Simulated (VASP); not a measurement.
# Bi (P6_3/mmc) in VASP: single point with PBEsol

Aim: the single point of Bi with PBEsol.

All numbers are computed with VASP 6.6.1; they aren't measurements. Logs are shortened: lines on timing, memory, paths and dates and some standing lists are left out, and cuts for length are marked.

## Step 1: The cell of the first run

The structure is hexagonal, space group P6_3/mmc (No. 194). The conventional cell has a = 4.268 Å, b = 4.268 Å, c = 4.217 Å, α = 90.00°, β = 90.00°, γ = 120.00°. Bi (site symmetry -6m2) has 14 Bi at 3.24 to 4.27 Å within 4.3 Å.

This isn't the form of Bi at room conditions, which is rhombohedral.

## Step 2: Single point, PBEsol

Input file POSCAR:

```
Bi
1.0
    4.2675150660      0.0000000000      0.0000000000
   -2.1337575330      3.6957764582      0.0000000000
    0.0000000000      0.0000000000      4.2172208275
Bi
2
Direct
    0.3333333333      0.6666666667      0.2500000000
    0.6666666667      0.3333333333      0.7500000000
```

Input file INCAR.step1:

```
SYSTEM = Bi
  PREC = Accurate
  ENCUT = 520
  EDIFF = 1E-6
  ISMEAR = 0
  SIGMA = 0.1
  LREAL = .FALSE.
  LASPH = .TRUE.
  NELM = 60
  ALGO = Fast
  ISIF = 2
  LWAVE = .FALSE.
  LCHARG = .TRUE.
  GGA = PS
  NBANDS = 22
```

Input file KPOINTS.step1:

```
regular mesh
0
G
  12 12 10
  0 0 0
```

Input file INCAR.step2:

```
SYSTEM = Bi
  PREC = Accurate
  ENCUT = 520
  EDIFF = 1E-6
  ISMEAR = -5
  SIGMA = 0.1
  LREAL = .FALSE.
  LASPH = .TRUE.
  NELM = 60
  ALGO = Fast
  ISIF = 2
  LWAVE = .FALSE.
  LCHARG = .FALSE.
  GGA = PS
  LORBIT = 11
  NEDOS = 1001
  ICHARG = 11
```

Input file KPOINTS.step2:

```
regular mesh
0
G
  18 18 15
  0 0 0
```

Potentials or basis: VASP PAW PBE potentials, release 64 (Bi_d).

On the command line:

```console
> cat potpaw_PBE.64/Bi_d/POTCAR > POTCAR
> cp INCAR.step1 INCAR
> cp KPOINTS.step1 KPOINTS
> mpirun -np 1 vasp_std > vasp.out
> cp INCAR.step2 INCAR
> cp KPOINTS.step2 KPOINTS
> mpirun -np 1 vasp_std > vasp.out
```

OUTCAR:

```text
SYSTEM = Bi
   PREC = Accurate
   ENCUT = 520
   EDIFF = 1E-6
   ISMEAR = -5
   LREAL = .FALSE.
   LASPH = .TRUE.
   NELM = 60
   ISIF = 2
   GGA = PS
   LORBIT = 11
   ICHARG = 11

 ion  position               nearest neighbor table
   1  0.333  0.667  0.250-   2 3.24   2 3.24   2 3.24   2 3.24   2 3.24   2 3.24
   2  0.667  0.333  0.750-   1 3.24   1 3.24   1 3.24   1 3.24   1 3.24   1 3.24

  LATTYP: Found a hexagonal cell.
 ALAT       =     4.2675150660
 C/A-ratio  =     0.9882146313

  Lattice vectors:

 A1 = (   4.2675150660,   0.0000000000,   0.0000000000)
 A2 = (  -2.1337575330,   3.6957764582,   0.0000000000)
 A3 = (   0.0000000000,   0.0000000000,   4.2172208275)

Analysis of symmetry for initial positions (statically):
=====================================================================
 Subroutine PRICEL returns:
 Original cell was already a primitive cell.

 Routine SETGRP: Setting up the symmetry group for a
 hexagonal supercell.

 Subroutine GETGRP returns: Found 24 space group operations
 (whereof 12 operations were pure point group operations)
 out of a pool of 24 trial point group operations.

The static configuration has the point symmetry D_3d.
 The point group associated with its full space group is D_6h.

Analysis of symmetry for dynamics (positions and initial velocities):
=====================================================================
 Subroutine PRICEL returns:
 Original cell was already a primitive cell.

 Routine SETGRP: Setting up the symmetry group for a
 hexagonal supercell.

 Subroutine GETGRP returns: Found 24 space group operations
 (whereof 12 operations were pure point group operations)
 out of a pool of 24 trial point group operations.

The dynamic configuration has the point symmetry D_3d.
 The point group associated with its full space group is D_6h.

 Subroutine INISYM returns: Found 24 space group operations
 (whereof 12 operations are pure point group operations),
 and found     1 'primitive' translations

----------------------------------------------------------------------------------------

                                     Primitive cell

  volume of cell :      66.5131

  direct lattice vectors                    reciprocal lattice vectors
     4.267515066  0.000000000  0.000000000     0.234328405  0.135289568  0.000000000
    -2.133757533  3.695776458  0.000000000     0.000000000  0.270579136  0.000000000
     0.000000000  0.000000000  4.217220828     0.000000000  0.000000000  0.237122987

  length of vectors
     4.267515066  4.267515066  4.217220828     0.270579136  0.270579136  0.237122987

  position of ions in fractional coordinates (direct lattice)
     0.333333333  0.666666667  0.250000000
     0.666666667  0.333333333  0.750000000

  ion indices of the primitive-cell ions
   primitive index   ion index
                 1           1
                 2           2

----------------------------------------------------------------------------------------

 KPOINTS: regular mesh

Automatic generation of k-mesh.
 Grid dimensions read from file:
 generate k-points for:   18   18   15

 Generating k-lattice:

  Cartesian coordinates                     Fractional coordinates (reciprocal lattice)
     0.013018245  0.007516087  0.000000000     0.055555556  0.000000000  0.000000000
     0.000000000  0.015032174  0.000000000     0.000000000  0.055555556  0.000000000
     0.000000000  0.000000000  0.015808199     0.000000000  0.000000000  0.066666667

  Length of vectors
     0.015032174  0.015032174  0.015808199

  Shift w.r.t. Gamma in fractional coordinates (k-lattice)
     0.000000000  0.000000000  0.000000000

 TETIRR: Found   4782 inequivalent tetrahedra from    29160

 Subroutine IBZKPT returns following result:
 ===========================================

 Found    296 irreducible k-points:

 Following reciprocal coordinates:
            Coordinates               Weight
  0.000000  0.000000  0.000000      1.000000
  0.055556 -0.000000  0.000000      6.000000
  0.111111 -0.000000  0.000000      6.000000
  0.166667 -0.000000  0.000000      6.000000
  0.222222 -0.000000  0.000000      6.000000
  0.277778 -0.000000  0.000000      6.000000
[... 16 lines left out ...]
  0.333333  0.111111  0.000000     12.000000
  0.388889  0.111111  0.000000     12.000000
 [... further k-points ...]
   k-points           NKPTS =    296   k-points in BZ     NKDIM =    296   number of bands    NBANDS=     19
   number of dos      NEDOS =   1001   number of ions     NIONS =      2
   total plane-waves  NPLWV =  32768
   dimension x,y,z NGX =    32 NGY =   32 NGZ =   32
   dimension x,y,z NGXF=    64 NGYF=   64 NGZF=   64
   ions per type =               2
   NGX,Y,Z   is equivalent  to a cutoff of  12.47, 12.47, 12.61 a.u.
   NGXF,Y,Z  is equivalent  to a cutoff of  24.93, 24.93, 25.23 a.u.
 SYSTEM =  Bi
   PREC   = accura    normal or accurate (medium, high low for compatibility)
   ISTART =      0    job   : 0-new  1-cont  2-samecut
   ICHARG =     11    charge: 1-file 2-atom 10-const
   ISPIN  =      1    spin polarized calculation?
   LNONCOLLINEAR =      F non collinear calculations
   LSORBIT =      F    spin-orbit coupling
   LASPH  =      T    aspherical Exc in radial PAW
   ENCUT  =  520.0 eV  38.22 Ry    6.18 a.u.   7.93  7.93  7.84*2*pi/ulx,y,z
   NELM   =     60;   NELMIN=  2; NELMDL=  0     # of ELM steps
   EDIFF  = 0.1E-05   stopping-criterion for ELM
   LREAL  =      F    real-space projection
   EDIFFG = 0.1E-04   stopping-criterion for IOM
   NSW    =      0    number of steps for IOM
   IBRION =     -1    ionic relax: 0-MD 1-quasi-New 2-CG
   NFREE  =      0    steps in history (QN), initial steepest desc. (CG)
   ISIF   =      2    stress and relaxation
   ISYM   =      2    0-nonsym 1-usesym 2-fastsym
   POTIM  = 0.5000    time-step for ionic-motion
   TEBEG  =    0.0;   TEEND  =   0.0 temperature during run
   PSTRESS=    0.0 pullay stress
   NELECT =      30.0000    total number of electrons
   NUPDOWN=      -1.0000    fix difference up-down
   EMIN   =  10.00;   EMAX   =-10.00  energy-range for DOS
   EFERMI =   0.00;   METHOD = LEGACY
   ISMEAR =    -5;   SIGMA  =   0.10  broadening in eV -4-tet -1-fermi 0-gaus
   EFERMI_NEDOS =   21; number of points for ismear=-14 and -15
   IALGO  =     68    algorithm
   IMIX   =      4    mixing-type and parameters
     AMIX     =   0.40;   BMIX     =  1.00
     AMIX_MAG =   1.60;   BMIX_MAG =  1.00
  volume/ion in A,a.u.               =      33.26       224.43
  Fermi-wavevector in a.u.,A,eV,Ry     =   1.255489  2.372530 21.446216  1.576252
  Thomas-Fermi vector in A             =   2.389243
   LORBIT       =     11    0 simple, 1 ext, 2 COOP (PROOUT), +10 PAW based schemes
   GGA     = PS    functional components
   LHFCALC =     F    Hartree Fock is set to
   AEXX    =    0.0000 exact exchange contribution
   IVDW    =     0    specifies the selected vdW correction
   LEPSILON=     F    determine dielectric tensor
   LRPA    =     F    only Hartree local field effects (RPA)
 non-spin polarized calculation
 RMM-DIIS sequential band-by-band and
 Fermi weights with tetrahedron method with Bloechl corrections
  energy-cutoff  :      520.00
  volume of cell :       66.51
 maximum number of plane-waves:      1818
 NGX is ok and might be reduce to    32

 number of electron      30.0000008 magnetization

 Free energy of the ion-electron system (eV)
  ---------------------------------------------------
  ext. energy  EPLUGINS =         0.00000000
  ---------------------------------------------------
  free energy    TOTEN  =        -8.41747115 eV

  energy without entropy =       -8.41747115  energy(sigma->0) =       -8.41747115

 E-fermi :   6.8463     XC(G=0): -10.0028

 val. band max:        6.9576968468   @ k =   0.2778   0.2778   0.0667
 cond. band min:       6.7215399803   @ k =   0.5000  -0.0000   0.1333
 fundamental gap:     -0.2361568666
 Fermi energy:         6.8462932116

 k-point     1 :       0.0000    0.0000    0.0000
  band No.  band energies     occupation
      1     -15.9946      2.00000
      2     -15.9946      2.00000
      3     -15.9689      2.00000
      4     -15.8640      2.00000
      5     -15.8640      2.00000
      6     -15.8566      2.00000
[... 11 lines left out ...]
     18      10.5165      0.00000
     19      11.7999      0.00000

 k-point     2 :       0.0556   -0.0000    0.0000
  band No.  band energies     occupation
      1     -15.9958      2.00000
      2     -15.9935      2.00000
      3     -15.9686      2.00000
      4     -15.8698      2.00000
      5     -15.8695      2.00000
      6     -15.8516      2.00000
[... 11 lines left out ...]
     18      10.6349      0.00000
     19      12.0924      0.00000

 k-point     3 :       0.1111   -0.0000    0.0000
  band No.  band energies     occupation
      1     -15.9993      2.00000
      2     -15.9903      2.00000
      3     -15.9679      2.00000
      4     -15.8772      2.00000
      5     -15.8768      2.00000
      6     -15.8451      2.00000
[... 11 lines left out ...]
     18      10.9789      0.00000
     19      12.0751      0.00000

 k-point     4 :       0.1667   -0.0000    0.0000
  band No.  band energies     occupation
      1     -16.0044      2.00000
      2     -15.9852      2.00000
      3     -15.9675      2.00000
      4     -15.8836      2.00000
      5     -15.8826      2.00000
      6     -15.8397      2.00000
[... 407 lines left out ...]
     18      10.6778      0.00000
     19      11.7545      0.00000

 k-point    23 :       0.3333    0.1111    0.0000
  band No.  band energies     occupation
      1     -16.0330      2.00000
      2     -15.9696      2.00000
      3     -15.9440      2.00000
      4     -15.9105      2.00000
      5     -15.8791      2.00000
      6     -15.8283      2.00000
[... 11 lines left out ...]
     18      10.8566      0.00000
     19      11.3836      0.00000

 k-point    24 :       0.3889    0.1111    0.0000
  band No.  band energies     occupation
      1     -16.0362      2.00000
      2     -15.9713      2.00000
      3     -15.9370      2.00000
      4     -15.9060      2.00000
      5     -15.8859      2.00000
      6     -15.8233      2.00000
[... 11 lines left out ...]
     18      10.9511      0.00000
     19      11.1338      0.00000

 [... further k-points ...]

------------------------ aborting loop because EDIFF is reached ----------------------------------------

  FORCE on cell =-STRESS in cart. coord.  units (eV):
  Direction    XX          YY          ZZ          XY          YZ          ZX
  --------------------------------------------------------------------------------------
  -------------------------------------------------------------------------------------
  Total        0.1786664      0.1786664      0.0741267      0.0000000      0.0000000      0.0000000
  in kB        4.3037437      4.3037437      1.7855756      0.0000000      0.0000000      0.0000000
  external PRESSURE =       3.4643543 kB  Pullay stress =       0.0000000 kB

 VOLUME and BASIS-vectors are now :
 -----------------------------------------------------------------------------
  energy-cutoff  :      520.00
  volume of cell :       66.51
      direct lattice vectors                 reciprocal lattice vectors
     4.267515066  0.000000000  0.000000000     0.234328405  0.135289568  0.000000000
    -2.133757533  3.695776458  0.000000000     0.000000000  0.270579136  0.000000000
     0.000000000  0.000000000  4.217220828     0.000000000  0.000000000  0.237122987

 POSITION                                       TOTAL-FORCE (eV/Angst)
 -----------------------------------------------------------------------------------
     -0.00000      2.46385      1.05431         0.000000      0.000000      0.000000
      2.13376      1.23193      3.16292        -0.000000      0.000000      0.000000
 -----------------------------------------------------------------------------------
    total drift:                                0.000000     -0.000000      0.000000

  FREE ENERGIE OF THE ION-ELECTRON SYSTEM (eV)
  ---------------------------------------------------
  free  energy   TOTEN  =        -8.4174711486 eV

  energy  without entropy=       -8.4174711486  energy(sigma->0) =       -8.41747115

 total charge

# of ion       s       p       d       tot
------------------------------------------
    1        1.534   1.323   9.918  12.775
    2        1.534   1.323   9.918  12.775
--------------------------------------------------
tot          3.068   2.646  19.835  25.550
```

Wall time 5.3 min (1 thread of Intel Xeon 8259CL, shared host); peak memory 0.4 GiB.

Results:

| Property | Result |
| --- | --- |
| Valence electrons inside the program's atomic spheres | Bi 12.78 |

Levels at points of the mesh, in eV from the Fermi level:
| k point | band 12 | band 13 | band 14 | band 15 | band 16 | band 17 | band 18 | band 19 |
| --- | --- | --- | --- | --- | --- | --- | --- | --- |
| (0.00, 0.00, 0.00) | -7.75 | -2.59 | -0.83 | -0.83 | 2.33 | 2.33 | 3.67 | 4.95 |
| (0.50, 0.00, 0.00) | -10.14 | -2.52 | -2.48 | -0.57 | 1.18 | 1.53 | 3.80 | 4.61 |

Caveat: the PAW data sets were made with another functional, which shifts forces and pressure a little; spin-orbit coupling is left out, which moves the levels of the heavy elements.
